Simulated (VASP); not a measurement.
Here is a VASP 6.6.1 calculation.

POSCAR

```
NiB3Au
1.0
    4.1072017806      0.0000000000      0.0000000000
    0.0000000000      4.1072017806      0.0000000000
    0.0000000000      0.0000000000      4.1072017806
Ni B Au
1 3 1
Direct
    0.0000000000      0.0000000000      0.0000000000
    0.0000000000      0.5000000000      0.5000000000
    0.5000000000      0.0000000000      0.5000000000
    0.5000000000      0.5000000000      0.0000000000
    0.5000000000      0.5000000000      0.5000000000
```

Contents of INCAR.step1:

```
SYSTEM = NiB3Au
ALGO = Normal
EDIFF = 1E-5
ENCUT = 660
GGA = PE
GGA_COMPAT = .FALSE.
ISMEAR = 0
LASPH = .TRUE.
LCHARG = .FALSE.
LREAL = .FALSE.
LWAVE = .TRUE.
NBANDS = 23
NELM = 120
PREC = Accurate
SIGMA = 0.1
```

INCAR.step2

```
SYSTEM = NiB3Au
ALGO = Normal
EDIFF = 1E-6
ENCUT = 660
GGA_COMPAT = .FALSE.
ISIF = 2
ISMEAR = 0
ISTART = 1
LASPH = .TRUE.
LCHARG = .TRUE.
LELF = .TRUE.
LMIXTAU = .TRUE.
LREAL = .FALSE.
LVHAR = .TRUE.
LWAVE = .FALSE.
METAGGA = R2SCAN
NBANDS = 23
NELM = 120
PREC = Accurate
SIGMA = 0.1
```

The input KPOINTS:

```
k-points
0
G
  6 6 6
  0 0 0
```

Potentials or basis: VASP PAW PBE potentials, release 64 (Ni, B, Au).

Run with:

```sh
$ cat potpaw_PBE.64/Ni/POTCAR potpaw_PBE.64/B/POTCAR potpaw_PBE.64/Au/POTCAR > POTCAR
$ cp INCAR.step1 INCAR
$ mpirun -np 1 vasp_std > vasp.out
$ cp INCAR.step2 INCAR
$ mpirun -np 1 vasp_std > vasp.out
```

(1) Predict the band gap on the k mesh.

(2) What does it give for the pressure?

Answers

(1) zero (bands 15 and 16 overlap by 1.34 eV).

(2) 0.2 GPa.

Caveat: the PAW data sets were made with another functional, which shifts forces and pressure a little; spin-orbit coupling is left out, which moves the levels of the heavy elements.
